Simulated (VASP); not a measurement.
Runs of VASP 6.6.1 on Cs. The structure is tetragonal, space group I4_1/amd (No. 141). Conventional cell: a = 5.108 Å, b = 5.108 Å, c = 19.192 Å, α = 90.00°, β = 90.00°, γ = 90.00°. 

```csv
level,potentials or basis,smearing,gap on the mesh (eV),pressure (GPa)
PBE,"VASP PAW PBE potentials, release 64 (Cs_sv)",methfessel-paxton 0.0089 eV,none,0.0
PBE+D3(BJ),"VASP PAW PBE potentials, release 64 (Cs_sv)",gaussian 0.1 eV,none,(a)
LDA,"VASP PAW LDA potentials, release 64 (Cs_sv)",gaussian 0.1 eV,none,-0.3
PBE,"VASP PAW PBE potentials, release 64 (Cs_sv)",gaussian 0.1 eV,none,0.0
BLYP,"VASP PAW PBE potentials, release 64 (Cs_sv)",gaussian 0.1 eV,none,0.1
```

Alike in all rows: task single point; no spin polarisation; cell as given; k mesh 4 × 4 × 4; cutoff (eV) 520.

**Question.** Fill in the values left out.

**Answer.** (a) -0.1.

Caveats: all runs use coarse meshes; spin-orbit coupling is left out, which moves the levels of the heavy elements; pairwise dispersion overbinds metals, which lowers pressure and volume (some runs); the PAW data sets were made with another functional, which shifts forces and pressure a little (some runs).

A k mesh can miss the band edges, and the runs leave out spin-orbit coupling on Cs.

A gap of «none» marks levels without a gap at the run's occupations.
